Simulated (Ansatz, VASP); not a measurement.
This is a calculation of Sc for Ansatz 0.2.0.

File input.yaml:

```yaml
crystal:
  lattice:
    - [3.2019616822, 0.0, 0.0]
    - [1.5021078373, 2.8441406042, 0.0]
    - [1.5489936237, 0.926446803, 2.6741812389]
  atoms:
    - { symbol: Sc, position: [0.0, 0.0, 0.0] }
hamiltonian:
  xc: pbesol
  pseudopotentials: { kind: paw }
kpoints:
  mp_grid: { grid: [10, 10, 10] }
scf:
  occupations: { method: fermi_dirac, width: 0.05 }
output:
  forces: true
  stress: true
  eigenvalues: true
relax:
  f_tol: 0.01
  max_steps: 40
  cell: { stress_tol: 0.05 }
```

Potentials or basis: Ansatz PAW.

Launch:

```console
$ ansatz run input.yaml --threads 2 --pin off --max-ram 5632MiB --backend cpu --events-out ev --progress --plain --runs-dir out
```

Question: Translate it to VASP 6.6.1. Potentials there: VASP PAW PBE potentials, release 64 (Sc_sv).

Answer: As run (the cutoff follows the program's own potentials):

The input INCAR:

```
ALGO = Fast
EDIFF = 1E-6
EDIFFG = -0.01
ENCUT = 600
GGA = PS
IBRION = 2
ISIF = 3
ISMEAR = -1
LASPH = True
LCHARG = False
LREAL = False
LWAVE = False
NELM = 100
NSW = 60
PREC = Accurate
SIGMA = 0.05
```

The input KPOINTS:

```
k-points
0
Gamma
  10 10 10
```

POSCAR

```
Sc
1.0
    3.2019616822      0.0000000000      0.0000000000
    1.5021078373      2.8441406042      0.0000000000
    1.5489936237      0.9264468030      2.6741812389
Sc
1
Direct
    0.0000000000      0.0000000000      0.0000000000
```

Potentials or basis: VASP PAW PBE potentials, release 64 (Sc_sv).

Launch:

```console
$ cat potpaw_PBE.64/Sc_sv/POTCAR > POTCAR
$ mpirun -np 1 vasp_std > vasp.out
```

Both were run:

|  | VASP | Ansatz | Ansatz less VASP |
| --- | --- | --- | --- |
| gap on the k mesh at the Fermi level, each at its own relaxed structure (eV) | none | none | - |
| relaxed volume (Å³/atom) | 23.67 | 23.61 | -0.062 |
| relaxed cell length with the largest relative difference (Å) | 3.229 | 3.222 | -0.0072 |

VASP's potentials were made for PBE, not for PBEsol. A gap of «none» marks a metal or a gap that the smearing closes.

Noted on Ansatz's run: the plane-wave basis is chosen anew once the cell has moved, so the energies of steps on either side of that aren't comparable.
